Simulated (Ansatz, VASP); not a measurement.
# Two plane-wave programs on CsAg2

```
Cs Ag
1.0
     4.85402    0.00000    0.00000
    -2.42701    4.20370    0.00000
     0.00000    0.00000    5.39284
Cs Ag
1 2
Cartesian
  0.0000 0.0000 2.6964
  0.0000 2.8025 0.0000
  2.4270 1.4012 0.0000
```

Alike in both runs: functional PBE; k mesh 6 × 6 × 4; occupations gaussian, width 0.1 eV; no spin polarisation.

Ansatz relaxed the structure, and its values are those at the end. VASP's run is a single point on that final structure, the one shown.

|  | VASP | Ansatz |
| --- | --- | --- |
| version | VASP 6.6.1 | Ansatz 0.2.0 |
| potentials or method | VASP PAW PBE potentials, release 64 (Cs_sv, Ag), cutoff 520 eV | scalar-relativistic, plane waves, PAW |
| valence electrons in the cell | 31 | 47 |

|  | VASP | Ansatz | Ansatz less VASP |
| --- | --- | --- | --- |
| gap on the k mesh at the Fermi level (eV) | none | none | - |
| pressure (GPa) | 0.1 | 0.1 | 0.00 |

A gap of «none» marks a metal or a gap that the smearing closes. VASP's potentials hold 31 valence electrons a cell and Ansatz's 47, so a difference there can come from the potentials and not from the codes.

Spin-orbit coupling is off throughout.
